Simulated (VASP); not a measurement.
A run of VASP 6.6.1 is set up as follows.

File INCAR:

```
PREC     = Accurate       # precision mode
ENCUT    = 520            # plane-wave cutoff, eV
EDIFF    = 1E-6           # SCF threshold, eV
ISMEAR   = -1             # smearing method
SIGMA    = 0.1            # smearing width, eV
LREAL    = F              # projectors in reciprocal space
LASPH    = T              # aspherical terms in the spheres
NELM     = 80             # most SCF steps
ALGO     = Normal         # electronic algorithm
ISIF     = 2              # what is computed and relaxed
LWAVE    = F              # write WAVECAR
LCHARG   = F              # write CHGCAR
LDIPOL   = T            
IDIPOL   = 3            
DIPOL    = 0.5 0.5 0.500
GGA      = PE             # functional
NBANDS   = 44             # bands
```

File KPOINTS:

```
regular mesh
0
Gamma
  12 9 1
```

The input POSCAR:

```
Al4Ru3Rh
1.0
    3.0043569640      0.0000000000      0.0000000000
    0.0000000000      4.2488023647      0.0000000000
    0.0000000000      0.0000000000     22.3732000000
Ru Al Rh
3 4 1
Direct
    0.7500000000      0.0000000000      0.3588828326
    0.7500000000      0.0000000000      0.5469536590
    0.7500000000      0.5000000000      0.6411171548
    0.2500000000      0.5000000000      0.3582529249
    0.2500000000      0.0000000000      0.4529475953
    0.2500000000      0.5000000000      0.5470523723
    0.2500000000      0.0000000000      0.6417471402
    0.7500000000      0.5000000000      0.4530463199
```

Potentials or basis: VASP PAW PBE potentials, release 64 (Ru_pv, Al, Rh_pv).

Run with:

```console
$ cat potpaw_PBE.64/Ru_pv/POTCAR potpaw_PBE.64/Al/POTCAR potpaw_PBE.64/Rh_pv/POTCAR > POTCAR
$ mpirun -np 1 vasp_std > vasp.out
```

Task: What does it give for the largest force?

Result: 0.223 eV/Å.

Task: Predict the band gap on the k mesh.

Result: Zero (an odd number of electrons rules out a gap without spin polarisation).

Forces on the atoms (eV/Å):
```
Ru   0.000  0.000  0.212
Ru   0.000  0.000 -0.191
Ru   0.000  0.000 -0.010
Al   0.000  0.000 -0.219
Al   0.000  0.000 -0.169
Al   0.000  0.000  0.223
Al   0.000  0.000 -0.015
Rh   0.000  0.000  0.170
```
